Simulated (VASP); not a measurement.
Input of a VASP 6.6.1 run:

INCAR

```
PREC = Accurate
ENCUT = 500
EDIFF = 1E-6
ISMEAR = 0
SIGMA = 0.15
LREAL = F
LASPH = T
NELM = 200
ALGO = Normal
ISIF = 2
LWAVE = F
LCHARG = F
GGA = PE
NBANDS = 29
GGA_COMPAT = F
LMAXMIX = 6
```

File KPOINTS:

```
regular mesh
0
Gamma
  2 2 3
```

The input POSCAR:

```
LaPSe4
1.0
    5.6466072593      0.0000000027      0.0000000000
   -2.8233036319      4.8901053304      0.0000000000
    0.0000000000      0.0000000000      4.9194704686
La P Se
1 1 4
Direct
    0.0000000000      0.0000000000      0.0000000000
    0.3333333333      0.6666666667      0.0000000000
    0.6666666667      0.3333333333      0.0000000000
    0.4959114558     -0.0081770884      0.5000000000
    0.4959114558      0.5040885442      0.5000000000
    0.0081770884      0.5040885442      0.5000000000
```

Potentials or basis: VASP PAW PBE potentials, release 64 (La, P, Se).

The run is started by

```bash
$ cat potpaw_PBE.64/La/POTCAR potpaw_PBE.64/P/POTCAR potpaw_PBE.64/Se/POTCAR > POTCAR
$ mpirun -np 1 vasp_std > vasp.out
```

Question: Estimate the largest force.

Answer: 0.022 eV/Å.

Question: What does it give for the band gap on the k mesh?

Answer: Zero (band 20 reaches 7.05 eV, above the bottom of band 21 at 6.75 eV).

Question: What does it give for the pressure?

Answer: -0.1 GPa.

Forces in eV/Å, atoms in the order of the input:
```
La   0.000  0.000  0.000
P    0.000  0.000  0.000
Se   0.000  0.000  0.000
Se   0.000  0.022  0.000
Se   0.019 -0.011  0.000
Se  -0.019 -0.011  0.000
```

Caveat: the k points lie up to 0.64 Å⁻¹ apart; spin-orbit coupling is left out, which moves the levels of the heavy elements.
